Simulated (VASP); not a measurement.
**SnSe2: single point with PBE+D3(BJ)**

SnSe2, a slab with vacuum:

```
CELL_PARAMETERS angstrom
3.84004 0.00000 0.00000
-1.92002 3.32558 0.00000
0.00000 0.00000 32.37370
ATOMIC_POSITIONS crystal
Se 0.66667 0.33333 0.45078
Se 0.33333 0.66667 0.54922
Sn 0.00000 0.00000 0.50000
```

This cell differs from its parent crystal: atoms taken out.

```json
{
  "Program": "VASP 6.6.1",
  "Task": "single point",
  "Functional": "PBE",
  "Dispersion": "D3(BJ)",
  "Potentials or basis": "VASP PAW PBE potentials, release 64 (Se, Sn_d)",
  "Cutoff": "520 eV",
  "k mesh": "9 × 9 × 1",
  "Occupations": "gaussian, width 0.02 eV",
  "Spin": "no spin polarisation",
  "Dipole correction": "yes",
  "Further INCAR settings": "ALGO = Normal; EDIFF = 1e-06; NBANDS = 20"
}
```

- Largest force: 0.034 eV/Å
- Band gap on the k mesh: 0.84 eV (least direct gap 1.16 eV)
- Dispersion energy per atom: -0.251 eV
- Ionisation potential of the upper face: 6.00 eV

Forces on the atoms (eV/Å):
```
Se   0.000  0.000 -0.034
Se   0.000  0.000  0.034
Sn   0.000  0.000  0.000
```

Levels at points of the mesh, in eV from the valence-band top:
```
           k point  band 9  band 10  band 11  band 12  band 13  band 14  band 15  band 16  band 17  band 18
(0.00, 0.00, 0.00)   -1.11    -0.47    -0.47    -0.08    -0.08     1.57     3.09     4.61     4.61     5.61
```

It took 4.2 min on 1 thread of AMD EPYC 7R13 (shared host), peak memory 0.52 GiB.

Caveat: the cell differs from its parent crystal (atoms taken out); spin-orbit coupling is left out, which moves the levels of the heavy elements.
